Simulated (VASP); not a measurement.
The system is GaP.

```
Ga P
1.0
     0.00000    2.64364    2.64364
     2.64364    0.00000    2.64364
     2.64364    2.64364    0.00000
Ga P
1 1
Cartesian
  0.0000 0.0000 0.0000
  1.3218 1.3218 1.3218
```

This cell differs from its parent crystal: strain -3.0%.

Base run:

```yaml
Program: VASP 6.6.1
Functional: r2SCAN
Potentials_or_basis: VASP PAW PBE potentials, release 64 (Ga_d, P)
Cutoff: 520 eV
k_mesh: 8 × 8 × 8
Occupations: gaussian, width 0.01 eV
Spin: no spin polarisation
```

Its results: band gap on the k mesh 1.71 eV, indirect (least direct gap 3.16 eV); pressure 9.8 GPa.

Question: The run is repeated on the same cell with these changes: functional from r2SCAN to PBE; occupations from gaussian, width 0.01 eV to fermi-dirac, width 0.02 eV. What comes out?

Answer: Band gap on the k mesh 1.45 eV, indirect (least direct gap 2.60 eV); pressure 12.1 GPa.

Caveats: the PAW data sets were made with another functional, which shifts forces and pressure a little (some runs).

A k mesh can miss the band edges.
